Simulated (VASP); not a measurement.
Set up this calculation in VASP 6.6.1, as the native input.

* Task: relaxation of the atoms
* Functional: PBEsol
* Potentials or basis: VASP PAW PBE potentials, release 64 (Ge_d)
* Cutoff: 520 eV
* k mesh: 12 × 12 × 12
* Occupations: gaussian, width 0.1 eV
* Spin: no spin polarisation
* Dipole correction: no
* Further INCAR settings: ALGO = Fast; EDIFF = 1e-07; IBRION = 2; EDIFFG = -0.002; NSW = 60

The structure of Ge lies in POSCAR:

```
Ge
1.0
   -0.0302705642      2.8359734806      2.8359734806
    2.8359734806     -0.0302705642      2.8359734806
    2.8359734806      2.8359734806     -0.0302705642
Ge
2
Direct
    0.0000000000      0.0000000000      0.0000000000
    0.2500000000      0.2500000000      0.2500000000
```

This cell differs from its parent crystal: strained cell.

The input as run:

INCAR

```
PREC = Accurate ; ENCUT = 520
EDIFF = 1E-7 ; ISMEAR = 0
SIGMA = 0.1 ; LREAL = False
LASPH = True ; NELM = 60
ALGO = Fast ; ISIF = 2
LWAVE = False ; LCHARG = False
GGA = PS ; IBRION = 2
NSW = 60 ; EDIFFG = -0.002
```

KPOINTS

```
Automatic mesh
0
Gamma
  12 12 12
```

Potentials or basis: VASP PAW PBE potentials, release 64 (Ge_d).

The run is started by

```console
$ cat potpaw_PBE.64/Ge_d/POTCAR > POTCAR
$ mpirun -np 1 vasp_std > vasp.out
```

It gave:

| Quantity | Value |
| --- | --- |
| Energy gained by relaxing | 0.6 meV/atom |
| Ionic steps | 3 |
| Pressure after relaxing | -1.0 GPa |
| Band gap on the k mesh | zero (bands 14 and 15 overlap by 0.06 eV) |

Caveat: the cell differs from its parent crystal (strained cell); semilocal functionals underestimate gaps, so a narrow gap can read as zero; the PAW data sets were made with another functional, which shifts forces and pressure a little.

Wall time 4.1 min on 1 thread of Oxide Virtual Turin-like Processor, on a shared host, peak memory 0.21 GiB.
